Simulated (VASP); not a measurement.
# CdS (P6_3mc) in VASP: notebook

The runs below take CdS through single point, with r2SCAN.

Program: VASP 6.6.1. These are calculated values, not measurements. Logs are shortened: lines on timing, memory, paths and dates and some standing lists are left out, and cuts for length are marked.

## (1) The cell of the first run

Symmetry: P6_3mc, No. 186, hexagonal system. The conventional cell has a = 3.928 Å, b = 3.928 Å, c = 6.412 Å, α = 90.00°, β = 90.00°, γ = 120.00°. Within 3.2 Å of Cd (site symmetry 3m) lie 4 S at 2.38 to 2.47 Å. S (site symmetry 3m) has 4 Cd at 2.38 to 2.47 Å within 3.2 Å.

## (2) Single point, r2SCAN (strain -0.050 along x and y, -0.050 along z)

File POSCAR:

```
CdS
1.0
    3.9280592432      0.0000000000      0.0000000000
   -1.9640296216      3.4017990922      0.0000000000
    0.0000000000      0.0000000000      6.4115500000
Cd S
2 2
Direct
    0.3333333333      0.6666666667      0.0000000000
    0.6666666667      0.3333333333      0.5000000000
    0.3333333333      0.6666666667      0.3850000000
    0.6666666667      0.3333333333      0.8850000000
```

File INCAR.step1:

```
SYSTEM = CdS
PREC     = Accurate       ! precision mode
ENCUT    = 520            ! plane-wave cutoff, eV
ISMEAR   = 0              ! smearing method
SIGMA    = 0.05           ! smearing width, eV
LREAL    = .False.        ! projectors in reciprocal space
LASPH    = .True.         ! aspherical terms in the spheres
NELM     = 80             ! most SCF steps
NBANDS   = 26             ! bands
GGA      = PE             ! functional
ALGO     = Normal         ! electronic algorithm
EDIFF    = 1E-4           ! SCF threshold, eV
LWAVE    = .True.         ! write WAVECAR
LCHARG   = .False.        ! write CHGCAR
```

File INCAR.step2:

```
SYSTEM = CdS
PREC     = Accurate       ! precision mode
ENCUT    = 520            ! plane-wave cutoff, eV
EDIFF    = 1E-6           ! SCF threshold, eV
ISMEAR   = 0              ! smearing method
SIGMA    = 0.05           ! smearing width, eV
LREAL    = .False.        ! projectors in reciprocal space
LASPH    = .True.         ! aspherical terms in the spheres
NELM     = 80             ! most SCF steps
ALGO     = Normal         ! electronic algorithm
ISIF     = 2              ! what is computed and relaxed
LWAVE    = .False.        ! write WAVECAR
LCHARG   = .True.         ! write CHGCAR
METAGGA  = R2SCAN         ! meta-GGA
LMIXTAU  = .True.       
LELF     = .True.         ! ELF
LVHAR    = .True.       
NBANDS   = 26             ! bands
ISTART   = 1
```

File KPOINTS:

```
Automatic mesh
0
Gamma
  12 12 4
  0 0 0
```

Potentials or basis: VASP PAW PBE potentials, release 64 (Cd, S).

Launch:

```
cat potpaw_PBE.64/Cd/POTCAR potpaw_PBE.64/S/POTCAR > POTCAR
cp INCAR.step1 INCAR
mpirun -np 1 vasp_std > vasp.out
cp INCAR.step2 INCAR
mpirun -np 1 vasp_std > vasp.out
```

OUTCAR:

```text
SYSTEM = CdS
   PREC = Accurate
   ENCUT = 520
   EDIFF = 1E-6
   ISMEAR = 0
   LREAL = .False.
   LASPH = .True.
   NELM = 80
   ISIF = 2
   METAGGA = R2SCAN
   ISTART = 1

 ion  position               nearest neighbor table
   1  0.333  0.667  0.000-   4 2.38   4 2.38   4 2.38   3 2.47
   2  0.667  0.333  0.500-   3 2.38   3 2.38   3 2.38   4 2.47
   3  0.333  0.667  0.385-   2 2.38   2 2.38   2 2.38   1 2.47
   4  0.667  0.333  0.885-   1 2.38   1 2.38   1 2.38   2 2.47

  LATTYP: Found a hexagonal cell.
 ALAT       =     3.9280592432
 C/A-ratio  =     1.6322437120

  Lattice vectors:

 A1 = (   3.9280592432,   0.0000000000,   0.0000000000)
 A2 = (  -1.9640296216,   3.4017990922,   0.0000000000)
 A3 = (   0.0000000000,   0.0000000000,   6.4115500000)

Analysis of symmetry for initial positions (statically):
=====================================================================
 Subroutine PRICEL returns:
 Original cell was already a primitive cell.

 Routine SETGRP: Setting up the symmetry group for a
 hexagonal supercell.

 Subroutine GETGRP returns: Found 12 space group operations
 (whereof  6 operations were pure point group operations)
 out of a pool of 24 trial point group operations.

The static configuration has the point symmetry C_3v.
 The point group associated with its full space group is C_6v.

Analysis of symmetry for dynamics (positions and initial velocities):
=====================================================================
 Subroutine PRICEL returns:
 Original cell was already a primitive cell.

 Routine SETGRP: Setting up the symmetry group for a
 hexagonal supercell.

 Subroutine GETGRP returns: Found 12 space group operations
 (whereof  6 operations were pure point group operations)
 out of a pool of 24 trial point group operations.

The dynamic configuration has the point symmetry C_3v.
 The point group associated with its full space group is C_6v.

 Subroutine INISYM returns: Found 12 space group operations
 (whereof  6 operations are pure point group operations),
 and found     1 'primitive' translations

----------------------------------------------------------------------------------------

                                     Primitive cell

  volume of cell :      85.6741

  direct lattice vectors                    reciprocal lattice vectors
     3.928059243  0.000000000  0.000000000     0.254578645  0.146981049  0.000000000
    -1.964029622  3.401799092  0.000000000     0.000000000  0.293962099  0.000000000
     0.000000000  0.000000000  6.411550000     0.000000000  0.000000000  0.155968526

  length of vectors
     3.928059243  3.928059243  6.411550000     0.293962099  0.293962099  0.155968526

  position of ions in fractional coordinates (direct lattice)
     0.333333333  0.666666667  0.000000000
     0.666666667  0.333333333  0.500000000
     0.333333333  0.666666667  0.385000000
     0.666666667  0.333333333  0.885000000

  ion indices of the primitive-cell ions
   primitive index   ion index
                 1           1
                 2           2
                 3           3
                 4           4

----------------------------------------------------------------------------------------

 KPOINTS: Automatic mesh

Automatic generation of k-mesh.
 Grid dimensions read from file:
 generate k-points for:   12   12    4

 Generating k-lattice:

  Cartesian coordinates                     Fractional coordinates (reciprocal lattice)
     0.021214887  0.012248421  0.000000000     0.083333333 -0.000000000  0.000000000
     0.000000000  0.024496842  0.000000000     0.000000000  0.083333333  0.000000000
     0.000000000  0.000000000  0.038992131     0.000000000  0.000000000  0.250000000

  Length of vectors
     0.024496842  0.024496842  0.038992131

  Shift w.r.t. Gamma in fractional coordinates (k-lattice)
     0.000000000  0.000000000  0.000000000

 Subroutine IBZKPT returns following result:
 ===========================================

 Found     57 irreducible k-points:

 Following reciprocal coordinates:
            Coordinates               Weight
  0.000000  0.000000  0.000000      1.000000
  0.083333  0.000000  0.000000      6.000000
  0.166667  0.000000  0.000000      6.000000
  0.250000  0.000000  0.000000      6.000000
  0.333333  0.000000  0.000000      6.000000
  0.416667  0.000000  0.000000      6.000000
[... 16 lines left out ...]
  0.250000  0.000000  0.250000     12.000000
  0.333333  0.000000  0.250000     12.000000
 [... further k-points ...]
   k-points           NKPTS =     57   k-points in BZ     NKDIM =     57   number of bands    NBANDS=     26
   number of dos      NEDOS =    301   number of ions     NIONS =      4
   total plane-waves  NPLWV =  43200
   dimension x,y,z NGX =    30 NGY =   30 NGZ =   48
   dimension x,y,z NGXF=    60 NGYF=   60 NGZF=   96
   ions per type =               2   2
   NGX,Y,Z   is equivalent  to a cutoff of  12.70, 12.70, 12.45 a.u.
   NGXF,Y,Z  is equivalent  to a cutoff of  25.39, 25.39, 24.89 a.u.
 SYSTEM =  CdS
   PREC   = accura    normal or accurate (medium, high low for compatibility)
   ISTART =      1    job   : 0-new  1-cont  2-samecut
   ICHARG =      0    charge: 1-file 2-atom 10-const
   ISPIN  =      1    spin polarized calculation?
   LNONCOLLINEAR =      F non collinear calculations
   LSORBIT =      F    spin-orbit coupling
   LASPH  =      T    aspherical Exc in radial PAW
   ENCUT  =  520.0 eV  38.22 Ry    6.18 a.u.   7.30  7.30 11.92*2*pi/ulx,y,z
   NELM   =     80;   NELMIN=  2; NELMDL=  0     # of ELM steps
   EDIFF  = 0.1E-05   stopping-criterion for ELM
   LREAL  =      F    real-space projection
   EDIFFG = 0.1E-04   stopping-criterion for IOM
   NSW    =      0    number of steps for IOM
   IBRION =     -1    ionic relax: 0-MD 1-quasi-New 2-CG
   NFREE  =      0    steps in history (QN), initial steepest desc. (CG)
   ISIF   =      2    stress and relaxation
   ISYM   =      2    0-nonsym 1-usesym 2-fastsym
   POTIM  = 0.5000    time-step for ionic-motion
   TEBEG  =    0.0;   TEEND  =   0.0 temperature during run
   PSTRESS=    0.0 pullay stress
   NELECT =      36.0000    total number of electrons
   NUPDOWN=      -1.0000    fix difference up-down
   EMIN   =  10.00;   EMAX   =-10.00  energy-range for DOS
   EFERMI =   0.00;   METHOD = LEGACY
   ISMEAR =     0;   SIGMA  =   0.05  broadening in eV -4-tet -1-fermi 0-gaus
   EFERMI_NEDOS =   21; number of points for ismear=-14 and -15
   IALGO  =     38    algorithm
   IMIX   =      4    mixing-type and parameters
     AMIX     =   0.40;   BMIX     =  1.00
     AMIX_MAG =   1.60;   BMIX_MAG =  1.00
  volume/ion in A,a.u.               =      21.42       144.54
  Fermi-wavevector in a.u.,A,eV,Ry     =   1.226194  2.317170 20.457054  1.503551
  Thomas-Fermi vector in A             =   2.361204
   LORBIT       =      0    0 simple, 1 ext, 2 COOP (PROOUT), +10 PAW based schemes
   METAGGA = R2SCAN    functional components
   LHFCALC =     F    Hartree Fock is set to
   AEXX    =    0.0000 exact exchange contribution
   IVDW    =     0    specifies the selected vdW correction
   LEPSILON=     F    determine dielectric tensor
   LRPA    =     F    only Hartree local field effects (RPA)
 non-spin polarized calculation
 Gauss-broadening in eV      SIGMA  =   0.05
  energy-cutoff  :      520.00
  volume of cell :       85.67
 maximum number of plane-waves:      2340
 NGX is ok and might be reduce to    30
   NGX = 15   NGY = 15   NGZ = 23

 number of electron      35.9999986 magnetization

 Free energy of the ion-electron system (eV)
  ---------------------------------------------------
  ext. energy  EPLUGINS =         0.00000000
  ---------------------------------------------------
  free energy    TOTEN  =       -58.66419296 eV

  energy without entropy =      -58.66419296  energy(sigma->0) =      -58.66419296

 E-fermi :   2.7221     XC(G=0): -10.4815

 val. band max:        2.4731091259   @ k =   0.0000   0.0000   0.0000
 cond. band min:       4.5028751399   @ k =   0.0000   0.0000   0.0000
 fundamental gap:      2.0297660140
 Fermi energy:         2.7220573907

 k-point     1 :       0.0000    0.0000    0.0000
  band No.  band energies     occupation
      1     -11.4966      2.00000
      2     -10.9260      2.00000
      3      -6.2125      2.00000
      4      -6.2125      2.00000
      5      -6.1064      2.00000
      6      -6.1045      2.00000
[... 18 lines left out ...]
     25      10.5983      0.00000
     26      11.1323      0.00000

 k-point     2 :       0.0833    0.0000    0.0000
  band No.  band energies     occupation
      1     -11.4616      2.00000
      2     -10.9093      2.00000
      3      -6.1983      2.00000
      4      -6.1938      2.00000
      5      -6.0927      2.00000
      6      -6.0813      2.00000
[... 18 lines left out ...]
     25      10.7974      0.00000
     26      10.9638      0.00000

 k-point     3 :       0.1667    0.0000    0.0000
  band No.  band energies     occupation
      1     -11.3643      2.00000
      2     -10.8650      2.00000
      3      -6.1506      2.00000
      4      -6.1446      2.00000
      5      -6.0517      2.00000
      6      -6.0154      2.00000
[... 18 lines left out ...]
     25      10.6586      0.00000
     26      11.3418      0.00000

 k-point     4 :       0.2500    0.0000    0.0000
  band No.  band energies     occupation
      1     -11.2260      2.00000
      2     -10.8091      2.00000
      3      -6.0859      2.00000
      4      -6.0829      2.00000
      5      -5.9580      2.00000
      6      -5.9236      2.00000
[... 18 lines left out ...]
     25      11.1558      0.00000
     26      11.7378      0.00000
[... 496 lines left out ...]
      1     -11.2875      2.00000
      2     -10.9328      2.00000
      3      -6.1348      2.00000
      4      -6.1292      2.00000
      5      -6.0604      2.00000
      6      -6.0380      2.00000
[... 18 lines left out ...]
     25      10.8723      0.00000
     26      10.9669      0.00000

 k-point    23 :       0.2500    0.0000    0.2500
  band No.  band energies     occupation
      1     -11.1597      2.00000
      2     -10.8634      2.00000
      3      -6.0696      2.00000
      4      -6.0616      2.00000
      5      -5.9843      2.00000
      6      -5.9489      2.00000
[... 18 lines left out ...]
     25      11.0134      0.00000
     26      11.7114      0.00000

 k-point    24 :       0.3333    0.0000    0.2500
  band No.  band energies     occupation
      1     -11.0258      2.00000
      2     -10.8003      2.00000
      3      -6.0375      2.00000
      4      -6.0014      2.00000
      5      -5.8912      2.00000
      6      -5.8591      2.00000
[... 18 lines left out ...]
     25      11.1909      0.00000
     26      12.5291      0.00000

 [... further k-points ...]

------------------------ aborting loop because EDIFF is reached ----------------------------------------

  FORCE on cell =-STRESS in cart. coord.  units (eV):
  Direction    XX          YY          ZZ          XY          YZ          ZX
  --------------------------------------------------------------------------------------
  -------------------------------------------------------------------------------------
  Total        9.4279944      9.4279944      6.6144068      0.0000000      0.0000000      0.0000000
  in kB      176.3113114    176.3113114    123.6948898      0.0000000      0.0000000      0.0000000
  external PRESSURE =     158.7725042 kB  Pullay stress =       0.0000000 kB

 VOLUME and BASIS-vectors are now :
 -----------------------------------------------------------------------------
  energy-cutoff  :      520.00
  volume of cell :       85.67
      direct lattice vectors                 reciprocal lattice vectors
     3.928059243  0.000000000  0.000000000     0.254578645  0.146981049  0.000000000
    -1.964029622  3.401799092  0.000000000     0.000000000  0.293962099  0.000000000
     0.000000000  0.000000000  6.411550000     0.000000000  0.000000000  0.155968526

 POSITION                                       TOTAL-FORCE (eV/Angst)
 -----------------------------------------------------------------------------------
     -0.00000      2.26787      0.00000        -0.000000      0.000000      0.466831
      1.96403      1.13393      3.20578         0.000000      0.000000      0.466831
     -0.00000      2.26787      2.46845         0.000000      0.000000     -0.466831
      1.96403      1.13393      5.67422         0.000000     -0.000000     -0.466831
 -----------------------------------------------------------------------------------
    total drift:                               -0.000000      0.000000     -0.000628

  FREE ENERGIE OF THE ION-ELECTRON SYSTEM (eV)
  ---------------------------------------------------
  free  energy   TOTEN  =       -58.6641929589 eV

  energy  without entropy=      -58.6641929589  energy(sigma->0) =      -58.66419296
```

Wall time 5.4 min (1 thread of Intel Xeon Platinum 8488C (Sapphire Rapids), shared host); peak memory 0.28 GiB.

Results:

| Property | Result |
| --- | --- |
| Free energy | -58.6642 eV |
| Pressure | 15.9 GPa |
| Largest force | 0.467 eV/Å |
| Band gap on the k mesh | 2.03 eV |

Forces in eV/Å, atoms in the order of the input:
```
Cd   0.000  0.000  0.467
Cd   0.000  0.000  0.467
S    0.000  0.000 -0.467
S    0.000  0.000 -0.467
```

Caveat: the cell differs from its parent crystal (strain -0.050 along x and y, -0.050 along z); the cell stands under pressure; the PAW data sets were made with another functional, which shifts forces and pressure a little.

(Part 1 of 2 ends here.)
